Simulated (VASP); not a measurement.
Here is a VASP 6.6.1 calculation.

Contents of POSCAR:

```
ZrC
1.0
    0.0000000000      2.4023142700      2.4023142700
    2.4023142700      0.0000000000      2.4023142700
    2.4023142700      2.4023142700      0.0000000000
Zr C
1 1
Direct
    0.5000000000      0.5000000000      0.5000000000
    0.0000000000      0.0000000000      0.0000000000
```

Contents of INCAR.step1:

```
  PREC = Accurate
  ENCUT = 520
  ISMEAR = -1
  SIGMA = 0.1
  LREAL = False
  LASPH = True
  NELM = 80
  GGA = PE
  ALGO = Normal
  EDIFF = 1E-4
  LWAVE = True
  LCHARG = False
```

File INCAR.step2:

```
  PREC = Accurate
  ENCUT = 520
  EDIFF = 1E-6
  ISMEAR = -1
  SIGMA = 0.1
  LREAL = False
  LASPH = True
  NELM = 80
  ALGO = Normal
  ISIF = 2
  LWAVE = False
  LCHARG = False
  METAGGA = R2SCAN
  LMIXTAU = True
  IBRION = 2
  NSW = 50
  EDIFFG = -0.01
  ISTART = 1
```

File KPOINTS:

```
Automatic mesh
0
Gamma
  12 12 12
```

Potentials or basis: VASP PAW PBE potentials, release 64 (Zr_sv, C).

The run is started by

```console
$ cat potpaw_PBE.64/Zr_sv/POTCAR potpaw_PBE.64/C/POTCAR > POTCAR
$ cp INCAR.step1 INCAR
$ mpirun -np 1 vasp_std > vasp.out
$ cp INCAR.step2 INCAR
$ mpirun -np 1 vasp_std > vasp.out
```

(1) Estimate the band gap on the k mesh.

Results:

(1) zero (bands 8 and 9 overlap by 1.23 eV).

Caveat: the relaxation stopped at its first step, so nothing moved.
